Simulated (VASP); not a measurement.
# Au (Fd-3m) in VASP: a series of runs, part 2 of 2

VASP 6.6.1.

## Step 3: Single point, PBE

This run uses another cell than the first one, of 29.27 Å³/atom.

INCAR

```
PREC = Accurate
ENCUT = 520
EDIFF = 1E-6
ISMEAR = -1
SIGMA = 0.06122561905347299
LREAL = F
LASPH = T
NELM = 80
ALGO = Normal
ISIF = 2
LWAVE = F
LCHARG = F
GGA = PE
NBANDS = 18
```

KPOINTS

```
regular mesh
0
Gamma
  16 16 16
```

POSCAR

```
Au
1.0
    0.0000000000      3.0816626417      3.0816626417
    3.0816626417      0.0000000000      3.0816626417
    3.0816626417      3.0816626417      0.0000000000
Au
2
Direct
    0.0000000000      0.0000000000      0.0000000000
    0.2500000000      0.2500000000      0.2500000000
```

Potentials or basis: VASP PAW PBE potentials, release 64 (Au).

Command:

```sh
cat potpaw_PBE.64/Au/POTCAR > POTCAR
mpirun -np 1 vasp_std > vasp.out
```

OUTCAR:

```text
PREC = Accurate
   ENCUT = 520
   EDIFF = 1E-6
   ISMEAR = -1
   LREAL = F
   LASPH = T
   NELM = 80
   ISIF = 2
   GGA = PE

 ion  position               nearest neighbor table
   1  0.000  0.000  0.000-   2 2.67   2 2.67   2 2.67   2 2.67
   2  0.250  0.250  0.250-   1 2.67   1 2.67   1 2.67   1 2.67

  LATTYP: Found a face centered cubic cell.
 ALAT       =     6.1633252834

  Lattice vectors:

[... 688 lines left out ...]
     18      14.3408      0.00000

 [... further k-points ...]

------------------------ aborting loop because EDIFF is reached ----------------------------------------

  FORCE on cell =-STRESS in cart. coord.  units (eV):
  Direction    XX          YY          ZZ          XY          YZ          ZX
  --------------------------------------------------------------------------------------
  -------------------------------------------------------------------------------------
  Total       -0.0457076     -0.0457076     -0.0457076      0.0000000      0.0000000      0.0000000
  in kB       -1.2511637     -1.2511637     -1.2511637      0.0000000      0.0000000      0.0000000
  external PRESSURE =      -1.2511637 kB  Pullay stress =       0.0000000 kB

 VOLUME and BASIS-vectors are now :
 -----------------------------------------------------------------------------
  energy-cutoff  :      520.00
  volume of cell :       58.53
      direct lattice vectors                 reciprocal lattice vectors
     0.000000000  3.081662642  3.081662642    -0.162250077  0.162250077  0.162250077
     3.081662642  0.000000000  3.081662642     0.162250077 -0.162250077  0.162250077
     3.081662642  3.081662642  0.000000000     0.162250077  0.162250077 -0.162250077

 POSITION                                       TOTAL-FORCE (eV/Angst)
 -----------------------------------------------------------------------------------
      0.00000      0.00000      0.00000        -0.000000     -0.000000     -0.000000
      1.54083      1.54083      1.54083         0.000000      0.000000      0.000000
 -----------------------------------------------------------------------------------
    total drift:                               -0.000000      0.000000      0.000000

  FREE ENERGIE OF THE ION-ELECTRON SYSTEM (eV)
  ---------------------------------------------------
  free  energy   TOTEN  =        -5.0217974654 eV

  energy  without entropy=       -5.0126722295  energy(sigma->0) =       -5.01723485
```

OSZICAR:

```text
N       E                     dE             d eps       ncg     rms          rms(c)
DAV:   1     0.116262179070E+03    0.11626E+03   -0.10657E+04  5300   0.109E+03
DAV:   2    -0.315072815996E+01   -0.11941E+03   -0.11304E+03  5564   0.230E+02
DAV:   3    -0.539085656434E+01   -0.22401E+01   -0.22277E+01  6226   0.317E+01
DAV:   4    -0.540524531518E+01   -0.14389E-01   -0.14387E-01  5750   0.266E+00
DAV:   5    -0.540548019672E+01   -0.23488E-03   -0.23488E-03  5932   0.362E-01    0.805E+00
DAV:   6    -0.503592155511E+01    0.36956E+00   -0.11837E+00  5688   0.812E+00    0.593E+00
DAV:   7    -0.502521526813E+01    0.10706E-01   -0.18448E-02  5774   0.975E-01    0.325E+00
DAV:   8    -0.502175684899E+01    0.34584E-02   -0.18135E-03  5544   0.296E-01    0.583E-02
DAV:   9    -0.502178268404E+01   -0.25835E-04   -0.41632E-05  6274   0.449E-02    0.254E-02
DAV:  10    -0.502179748937E+01   -0.14805E-04   -0.13227E-05  5724   0.258E-02    0.350E-03
DAV:  11    -0.502179746537E+01    0.23997E-07   -0.17500E-07  4276   0.296E-03
   1 F= -.50217975E+01 E0= -.50172348E+01  d E =-.912524E-02
```

Run time: 32 s. Hardware: 1 thread of Intel Xeon 6975P-C (Granite Rapids), shared host; peak memory 0.26 GiB.

What came out:

| Quantity | Value |
| --- | --- |
| Free energy | -5.0218 eV |
| Pressure | -0.1 GPa |
| Band gap on the k mesh | zero (bands 11 and 12 overlap by 0.64 eV) |

Levels at points of the mesh, in eV from the Fermi level:
| k point | band 7 | band 8 | band 9 | band 10 | band 11 | band 12 | band 13 | band 14 | band 15 | band 16 |
| --- | --- | --- | --- | --- | --- | --- | --- | --- | --- | --- |
| (0.00, 0.00, 0.00) | -2.24 | -2.24 | -2.24 | -1.28 | -1.28 | 8.43 | 9.44 | 9.44 | 9.44 | 9.81 |
| (0.50, 0.00, 0.00) | -2.01 | -2.01 | -1.40 | -1.40 | -0.75 | -0.39 | 6.70 | 6.70 | 8.60 | 9.80 |
| (0.50, 0.50, 0.00) | -2.69 | -2.69 | -1.24 | -1.24 | 0.25 | 0.25 | 3.76 | 3.76 | 7.95 | 7.95 |

Caveat: spin-orbit coupling is left out, which moves the levels of the heavy elements.

## Step 4: Single point, PBE

This run uses another cell than the first one, of 29.27 Å³/atom.

INCAR

```
SYSTEM = Au
PREC = Accurate
ENCUT = 520
EDIFF = 1E-6
ISMEAR = -1
SIGMA = 0.06122561905347299
LREAL = .False.
LASPH = .True.
NELM = 100
ALGO = Normal
ISIF = 2
LWAVE = .False.
LCHARG = .False.
GGA = PE
NBANDS = 18
```

KPOINTS

```
Automatic mesh
0
Gamma
  16 16 16
  0 0 0
```

POSCAR is that of step 3.

Command:

```sh
cat potpaw_PBE.64/Au/POTCAR > POTCAR
mpirun -np 1 vasp_std > vasp.out
```

Wall time 32 s (1 thread of Intel Xeon 6975P-C (Granite Rapids), shared host); peak memory 0.26 GiB.

Results (log left out):

| Item | Value |
| --- | --- |
| Free energy | -5.0218 eV |
| Pressure | -0.1 GPa |
| Band gap on the k mesh | zero (bands 11 and 12 overlap by 0.64 eV) |

Levels at points of the mesh, in eV from the Fermi level:
```tsv
k point	band 9	band 10	band 11	band 12	band 13	band 14
(0.00, 0.00, 0.00)	-2.24	-1.28	-1.28	8.43	9.44	9.44
(0.50, 0.00, 0.00)	-1.40	-1.40	-0.75	-0.39	6.70	6.70
(0.50, 0.50, 0.00)	-1.24	-1.24	0.25	0.25	3.76	3.76
```

Caveat: spin-orbit coupling is left out, which moves the levels of the heavy elements.
